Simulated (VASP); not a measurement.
# GaN in VASP: a series of runs, part 2 of 2

VASP 6.6.1. The steps go on from the part before.

**3. Single point, r2SCAN (uniaxial z strain -2.0%)**

The input, POSCAR:

```
GaN
1.0
    0.0000000000      2.1085152343      2.0663449296
    2.1085152343      0.0000000000      2.0663449296
    2.1085152343      2.1085152343      0.0000000000
Ga N
1 1
Direct
    0.0000000000      0.0000000000      0.0000000000
    0.5000000000      0.5000000000      0.5000000000
```

The input, INCAR.step1:

```
ALGO = Normal
EDIFF = 1E-4
ENCUT = 520
GGA = PE
ISMEAR = 0
LASPH = T
LCHARG = F
LREAL = F
LWAVE = T
NBANDS = 16
NELM = 100
PREC = Accurate
SIGMA = 0.01
```

The input, INCAR.step2:

```
ALGO = Normal
EDIFF = 1E-6
ENCUT = 520
ISIF = 2
ISMEAR = 0
ISTART = 1
LASPH = T
LCHARG = F
LMIXTAU = T
LREAL = F
LWAVE = F
METAGGA = R2SCAN
NBANDS = 16
NELM = 100
PREC = Accurate
SIGMA = 0.01
```

The input, KPOINTS:

```
k-points
0
Gamma
  10 10 10
```

Potentials or basis: VASP PAW PBE potentials, release 64 (Ga_d, N).

Launch:

```console
$ cat potpaw_PBE.64/Ga_d/POTCAR potpaw_PBE.64/N/POTCAR > POTCAR
$ cp INCAR.step1 INCAR
$ mpirun -np 1 vasp_std > vasp.out
$ cp INCAR.step2 INCAR
$ mpirun -np 1 vasp_std > vasp.out
```

OUTCAR:

```text
EDIFF = 1E-6
   ENCUT = 520
   ISIF = 2
   ISMEAR = 0
   ISTART = 1
   LASPH = T
   LREAL = F
   METAGGA = R2SCAN
   NELM = 100
   PREC = Accurate

 ion  position               nearest neighbor table
   1  0.000  0.000  0.000-   2 2.07   2 2.07   2 2.11   2 2.11   2 2.11   2 2.11
   2  0.500  0.500  0.500-   1 2.07   1 2.07   1 2.11   1 2.11   1 2.11   1 2.11

  LATTYP: Found a body centered tetragonal cell.
 ALAT       =     2.9818908408
 C/A-ratio  =     1.3859292911

  Lattice vectors:

 A1 = (   0.0000000000,  -2.1085152343,  -2.0663449296)
 A2 = (   0.0000000000,   2.1085152343,  -2.0663449296)
 A3 = (   2.1085152343,   0.0000000000,   2.0663449296)

Analysis of symmetry for initial positions (statically):
=====================================================================
 Subroutine PRICEL returns:
 Original cell was already a primitive cell.

 Routine SETGRP: Setting up the symmetry group for a
 body centered tetragonal supercell.

 Subroutine GETGRP returns: Found 16 space group operations
 (whereof 16 operations were pure point group operations)
 out of a pool of 16 trial point group operations.

The static configuration has the point symmetry D_4h.

Analysis of symmetry for dynamics (positions and initial velocities):
=====================================================================
 Subroutine PRICEL returns:
 Original cell was already a primitive cell.

 Routine SETGRP: Setting up the symmetry group for a
 body centered tetragonal supercell.

 Subroutine GETGRP returns: Found 16 space group operations
 (whereof 16 operations were pure point group operations)
 out of a pool of 16 trial point group operations.

The dynamic configuration has the point symmetry D_4h.

 Subroutine INISYM returns: Found 16 space group operations
 (whereof 16 operations are pure point group operations),
 and found     1 'primitive' translations

[... 105 lines left out ...]
   NELECT =      18.0000    total number of electrons
   NUPDOWN=      -1.0000    fix difference up-down
   EMIN   =  10.00;   EMAX   =-10.00  energy-range for DOS
   EFERMI =   0.00;   METHOD = LEGACY
   ISMEAR =     0;   SIGMA  =   0.01  broadening in eV -4-tet -1-fermi 0-gaus
   EFERMI_NEDOS =   21; number of points for ismear=-14 and -15
   IALGO  =     38    algorithm
   IMIX   =      4    mixing-type and parameters
     AMIX     =   0.40;   BMIX     =  1.00
     AMIX_MAG =   1.60;   BMIX_MAG =  1.00
  volume/ion in A,a.u.               =       9.19        61.99
  Fermi-wavevector in a.u.,A,eV,Ry     =   1.625936  3.072574 35.969305  2.643669
  Thomas-Fermi vector in A             =   2.718978
   LORBIT       =      0    0 simple, 1 ext, 2 COOP (PROOUT), +10 PAW based schemes
   METAGGA = R2SCAN    functional components
   LHFCALC =     F    Hartree Fock is set to
   AEXX    =    0.0000 exact exchange contribution
   IVDW    =     0    specifies the selected vdW correction
   LEPSILON=     F    determine dielectric tensor
   LRPA    =     F    only Hartree local field effects (RPA)
 non-spin polarized calculation
 Gauss-broadening in eV      SIGMA  =   0.01
  energy-cutoff  :      520.00
  volume of cell :       18.37
 maximum number of plane-waves:       531
 NGX is ok and might be reduce to    24
   NGX = 11   NGY = 11   NGZ = 11

 number of electron      18.0000002 magnetization

 Free energy of the ion-electron system (eV)
  ---------------------------------------------------
  ext. energy  EPLUGINS =         0.00000000
  ---------------------------------------------------
  free energy    TOTEN  =       -20.96301574 eV

  energy without entropy =      -20.96301574  energy(sigma->0) =      -20.96301574

 E-fermi :   8.0795     XC(G=0): -14.3497

 val. band max:        7.9940570151   @ k =  -0.2000   0.0000   0.2000
 cond. band min:       9.1556600692   @ k =   0.5000   0.5000   0.0000
 fundamental gap:      1.1616030541
 Fermi energy:         8.0795050231

 k-point     1 :       0.0000    0.0000    0.0000
  band No.  band energies     occupation
      1     -10.3448      2.00000
      2      -6.3735      2.00000
      3      -6.3735      2.00000
      4      -6.3636      2.00000
      5      -6.3112      2.00000
      6      -6.2812      2.00000
[... 433 lines left out ...]
      3      -6.2596      2.00000
      4      -6.1788      2.00000
      5      -6.1260      2.00000
      6      -5.2421      2.00000
[... 8 lines left out ...]
     15      33.9415      0.00000
     16      36.0925      0.00000

 [... further k-points ...]
[... 5 lines left out ...]
  --------------------------------------------------------------------------------------
  -------------------------------------------------------------------------------------
  Total        0.5942272      0.5942272      1.1360278      0.0000000     -0.0000000      0.0000000
  in kB       51.8175433     51.8175433     99.0634039      0.0000000     -0.0000000      0.0000000
  external PRESSURE =      67.5661635 kB  Pullay stress =       0.0000000 kB

 VOLUME and BASIS-vectors are now :
 -----------------------------------------------------------------------------
  energy-cutoff  :      520.00
  volume of cell :       18.37
      direct lattice vectors                 reciprocal lattice vectors
     0.000000000  2.108515234  2.066344930    -0.237133691  0.237133691  0.241973154
     2.108515234  0.000000000  2.066344930     0.237133691 -0.237133691  0.241973154
     2.108515234  2.108515234  0.000000000     0.237133691  0.237133691 -0.241973154

 POSITION                                       TOTAL-FORCE (eV/Angst)
 -----------------------------------------------------------------------------------
      0.00000      0.00000      0.00000         0.000000      0.000000     -0.000000
      2.10852      2.10852      2.06634        -0.000000     -0.000000      0.000000
 -----------------------------------------------------------------------------------
    total drift:                                0.000000     -0.000000     -0.000000

  FREE ENERGIE OF THE ION-ELECTRON SYSTEM (eV)
  ---------------------------------------------------
  free  energy   TOTEN  =       -20.9630157423 eV

  energy  without entropy=      -20.9630157423  energy(sigma->0) =      -20.96301574
```

OUTCAR.step1:

```text
EDIFF = 1E-4
   ENCUT = 520
   GGA = PE
   ISMEAR = 0
   LASPH = T
[... 678 lines left out ...]
 -----------------------------------------------------------------------------------
      0.00000      0.00000      0.00000        -0.000000      0.000000     -0.000000
      2.10852      2.10852      2.06634         0.000000     -0.000000      0.000000
 -----------------------------------------------------------------------------------
    total drift:                                0.000000     -0.000000     -0.000000

  FREE ENERGIE OF THE ION-ELECTRON SYSTEM (eV)
  ---------------------------------------------------
  free  energy   TOTEN  =       -11.1539763959 eV

  energy  without entropy=      -11.1539763959  energy(sigma->0) =      -11.15397640
```

OSZICAR.step1:

```text
N       E                     dE             d eps       ncg     rms          rms(c)
DAV:   1     0.724285504550E+02    0.72429E+02   -0.92943E+03  3816   0.215E+03
DAV:   2    -0.875737790271E+01   -0.81186E+02   -0.75561E+02  3720   0.317E+02
DAV:   3    -0.129772793768E+02   -0.42199E+01   -0.42057E+01  3824   0.624E+01
DAV:   4    -0.130128038104E+02   -0.35524E-01   -0.35521E-01  4088   0.598E+00
DAV:   5    -0.130131965755E+02   -0.39277E-03   -0.39276E-03  3896   0.581E-01    0.744E+00
DAV:   6    -0.111759973836E+02    0.18372E+01   -0.43068E+00  4736   0.408E+01    0.240E+00
DAV:   7    -0.111686268510E+02    0.73705E-02   -0.24194E-01  3888   0.520E+00    0.158E+00
DAV:   8    -0.111557275450E+02    0.12899E-01   -0.29245E-02  3672   0.222E+00    0.495E-01
DAV:   9    -0.111539930335E+02    0.17345E-02   -0.66357E-03  4088   0.204E+00    0.111E-01
DAV:  10    -0.111539763959E+02    0.16638E-04   -0.55818E-04  3912   0.301E-01
   1 F= -.11153976E+02 E0= -.11153976E+02  d E =-.560530E-96
```

Run time: 60 s. Hardware: 1 thread of Intel Xeon Platinum 8488C (Sapphire Rapids), shared host; peak memory 0.16 GiB.

What came out:

| Property | Result |
| --- | --- |
| Free energy | -20.9630 eV |
| Pressure | 6.8 GPa |
| Band gap on the k mesh | 1.16 eV, indirect (least direct gap 3.62 eV) |

Caveat: the cell differs from its parent crystal (uniaxial z strain -2.0%); the PAW data sets were made with another functional, which shifts forces and pressure a little. A k mesh can miss the band edges.

**4. Single point, r2SCAN (uniaxial z strain -1.0%)**

The input, POSCAR:

```
GaN
1.0
    0.0000000000      2.1085152343      2.0874300820
    2.1085152343      0.0000000000      2.0874300820
    2.1085152343      2.1085152343      0.0000000000
Ga N
1 1
Direct
    0.0000000000      0.0000000000      0.0000000000
    0.5000000000      0.5000000000      0.5000000000
```

The input, INCAR.step1:

```
ALGO = Normal ; EDIFF = 1E-4
ENCUT = 520 ; GGA = PE
ISMEAR = 0 ; LASPH = True
LCHARG = False ; LREAL = False
LWAVE = True ; NBANDS = 16
NELM = 80 ; PREC = Accurate
SIGMA = 0.01
```

The input, INCAR.step2:

```
ALGO = Normal ; EDIFF = 1E-6
ENCUT = 520 ; ISIF = 2
ISMEAR = 0 ; ISTART = 1
LASPH = True ; LCHARG = False
LMIXTAU = True ; LREAL = False
LWAVE = False ; METAGGA = R2SCAN
NBANDS = 16 ; NELM = 80
PREC = Accurate ; SIGMA = 0.01
```

KPOINTS is that of step 3.

Launch:

```console
$ cat potpaw_PBE.64/Ga_d/POTCAR potpaw_PBE.64/N/POTCAR > POTCAR
$ cp INCAR.step1 INCAR
$ mpirun -np 1 vasp_std > vasp.out
$ cp INCAR.step2 INCAR
$ mpirun -np 1 vasp_std > vasp.out
```

Wall time 62 s (1 thread of Intel Xeon Platinum 8488C (Sapphire Rapids), shared host); peak memory 0.16 GiB.

Results (log left out):

```
Free energy            : -20.9721 eV
Pressure               : 3.9 GPa
Band gap on the k mesh : 1.17 eV, indirect (least direct gap 3.51 eV)
```

Stress tensor (GPa, compression positive):
```
3.20 0.00 0.00
0.00 3.20 0.00
0.00 0.00 5.39
```

Levels at points of the mesh, in eV from the valence-band top:
```
           k point  band 6  band 7  band 8  band 9  band 10  band 11  band 12  band 13
(0.00, 0.00, 0.00)  -14.28   -0.59   -0.50   -0.50     3.01    15.54    15.54    15.63
(0.50, 0.00, 0.00)  -14.13   -8.43   -0.19   -0.14     5.46     9.83    10.04    10.58
(0.50, 0.50, 0.00)  -11.43   -7.33   -3.21   -3.21     1.17     8.45    13.34    15.84
(0.50, 0.00, 0.50)  -11.52   -7.35   -3.22   -3.07     1.27     8.58    13.21    15.78
```

Caveat: the cell differs from its parent crystal (uniaxial z strain -1.0%); the PAW data sets were made with another functional, which shifts forces and pressure a little. A k mesh can miss the band edges.

**5. Single point, r2SCAN (uniaxial z strain -3.0%)**

The input, POSCAR:

```
GaN
1.0
    0.0000000000      2.1085152343      2.0452597773
    2.1085152343      0.0000000000      2.0452597773
    2.1085152343      2.1085152343      0.0000000000
Ga N
1 1
Direct
    0.0000000000      0.0000000000      0.0000000000
    0.5000000000      0.5000000000      0.5000000000
```

The input, INCAR.step1:

```
PREC = Accurate
ENCUT = 910
ISMEAR = 0
SIGMA = 0.01
LREAL = F
LASPH = T
NELM = 120
NBANDS = 16
GGA = PE
ALGO = Normal
EDIFF = 1E-5
LWAVE = T
LCHARG = F
GGA_COMPAT = F
```

The input, INCAR.step2:

```
PREC = Accurate
ENCUT = 910
EDIFF = 1E-6
ISMEAR = 0
SIGMA = 0.01
LREAL = F
LASPH = T
NELM = 120
ALGO = Normal
ISIF = 2
LWAVE = F
LCHARG = T
METAGGA = R2SCAN
LMIXTAU = T
LELF = T
LVHAR = T
NBANDS = 16
ISTART = 1
GGA_COMPAT = F
```

The input, KPOINTS:

```
Automatic mesh
0
Gamma
  10 10 10
```

Potentials or basis: VASP PAW PBE potentials, release 64 (Ga_d, N_h).

Launch:

```console
$ cat potpaw_PBE.64/Ga_d/POTCAR potpaw_PBE.64/N_h/POTCAR > POTCAR
$ cp INCAR.step1 INCAR
$ mpirun -np 1 vasp_std > vasp.out
$ cp INCAR.step2 INCAR
$ mpirun -np 1 vasp_std > vasp.out
```

Wall time 2.2 min (1 thread of Intel Xeon 6975P-C (Granite Rapids), shared host); peak memory 0.22 GiB.

It converged, with:

```yaml
Free_energy: -20.9486 eV
Pressure: 9.6 GPa
Band_gap_on_the_k_mesh: 1.16 eV, indirect (least direct gap 3.73 eV)
```

Stress tensor (GPa, compression positive):
```
 7.03  0.00  0.00
 0.00  7.03  0.00
 0.00  0.00 14.77
```

Levels at points of the mesh, in eV from the valence-band top:
```tsv
k point	band 7	band 8	band 9	band 10	band 11	band 12
(0.00, 0.00, 0.00)	-0.77	-0.48	-0.48	3.25	15.61	15.61
(0.50, 0.00, 0.00)	-8.55	-0.26	-0.10	5.51	9.72	10.43
(0.50, 0.50, 0.00)	-7.47	-3.40	-3.40	1.16	8.30	13.71
(0.50, 0.00, 0.50)	-7.55	-3.42	-2.98	1.48	8.68	13.32
```

Caveat: the cell differs from its parent crystal (uniaxial z strain -3.0%); the cutoff is under 1.25 times the usual one of these potentials, so pressure, stress and relaxed cells hold a basis-set (Pulay) error; the PAW data sets were made with another functional, which shifts forces and pressure a little.

**6. Single point, r2SCAN**

This run uses another cell than the first one, of 9.37 Å³/atom, 1.031 times its volume.

The input, POSCAR:

```
GaN
1.0
    0.0000000000      2.1085152343      2.1085152343
    2.1085152343      0.0000000000      2.1085152343
    2.1085152343      2.1085152343      0.0000000000
Ga N
1 1
Direct
    0.0000000000      0.0000000000      0.0000000000
    0.5000000000      0.5000000000      0.5000000000
```

The input, INCAR.step1:

```
  PREC = Accurate
  ENCUT = 910
  ISMEAR = 0
  SIGMA = 0.01
  LREAL = False
  LASPH = True
  NELM = 120
  NBANDS = 16
  GGA = PE
  ALGO = Normal
  EDIFF = 1E-5
  LWAVE = True
  LCHARG = False
  GGA_COMPAT = False
```

The input, INCAR.step2:

```
  PREC = Accurate
  ENCUT = 910
  EDIFF = 1E-6
  ISMEAR = 0
  SIGMA = 0.01
  LREAL = False
  LASPH = True
  NELM = 120
  ALGO = Normal
  ISIF = 2
  LWAVE = False
  LCHARG = False
  METAGGA = R2SCAN
  LMIXTAU = True
  NBANDS = 16
  ISTART = 1
  GGA_COMPAT = False
```

The input, KPOINTS:

```
regular mesh
0
Gamma
  10 10 10
```

Potentials or basis: VASP PAW PBE potentials, release 64 (Ga_d, N_h).

Launch:

```console
$ cat potpaw_PBE.64/Ga_d/POTCAR potpaw_PBE.64/N_h/POTCAR > POTCAR
$ cp INCAR.step1 INCAR
$ mpirun -np 1 vasp_std > vasp.out
$ cp INCAR.step2 INCAR
$ mpirun -np 1 vasp_std > vasp.out
```

Run time: 2.5 min. Hardware: 1 thread of AMD EPYC 7R43 (Zen 3), shared host; peak memory 0.16 GiB.

The run converged. Its results:

```yaml
Free_energy: -20.9755 eV
Pressure: 1.0 GPa
Band_gap_on_the_k_mesh: 1.18 eV, indirect (least direct gap 3.40 eV)
```

Levels at points of the mesh, in eV from the valence-band top:
| k point | band 5 | band 6 | band 7 | band 8 | band 9 | band 10 | band 11 | band 12 | band 13 | band 14 |
| --- | --- | --- | --- | --- | --- | --- | --- | --- | --- | --- |
| (0.00, 0.00, 0.00) | -14.29 | -14.29 | -0.50 | -0.50 | -0.50 | 2.90 | 15.52 | 15.52 | 15.52 | 17.05 |
| (0.50, 0.00, 0.00) | -14.13 | -14.13 | -8.36 | -0.15 | -0.15 | 5.42 | 9.88 | 9.88 | 10.44 | 17.59 |
| (0.50, 0.50, 0.00) | -14.08 | -11.51 | -7.25 | -3.12 | -3.12 | 1.18 | 8.54 | 13.15 | 15.78 | 15.78 |

Caveat: the cutoff is under 1.25 times the usual one of these potentials, so pressure, stress and relaxed cells hold a basis-set (Pulay) error; the PAW data sets were made with another functional, which shifts forces and pressure a little.

**7. Summary**

```csv
potentials or basis,cell,cutoff (eV),second run,gap on the mesh (eV),pressure (GPa)
"VASP PAW PBE potentials, release 64 (Ga_d, N)","a = 2.938, b = 2.938, c = 2.982 Å, angles 59.5, 59.5, 61.0°, 2 atoms",520,-,1.16,9.9
"VASP PAW PBE potentials, release 64 (Ga_d, N)","a = 2.952, b = 2.952, c = 2.982 Å, angles 59.7, 59.7, 60.7°, 2 atoms",520,-,1.16,6.8
"VASP PAW PBE potentials, release 64 (Ga_d, N)","a = 2.967, b = 2.967, c = 2.982 Å, angles 59.8, 59.8, 60.3°, 2 atoms",520,-,1.17,3.9
"VASP PAW PBE potentials, release 64 (Ga_d, N_h)","a = 2.938, b = 2.938, c = 2.982 Å, angles 59.5, 59.5, 61.0°, 2 atoms",910,hard_potentials,1.16,9.6
"VASP PAW PBE potentials, release 64 (Ga_d, N_h)","a = 2.982 Å, angles 60.0°, 2 atoms",910,hard_potentials,1.18,1.0
```

Alike in all rows: task single point; level r2SCAN; no spin polarisation; k mesh 10 × 10 × 10; smearing gaussian 0.01 eV.

Caveats: the PAW data sets were made with another functional, which shifts forces and pressure a little; the cutoff is under 1.25 times the usual one of these potentials, so pressure, stress and relaxed cells hold a basis-set (Pulay) error (some runs).

Total energies depend on the potentials used, so only differences within one code and one set of settings carry meaning.
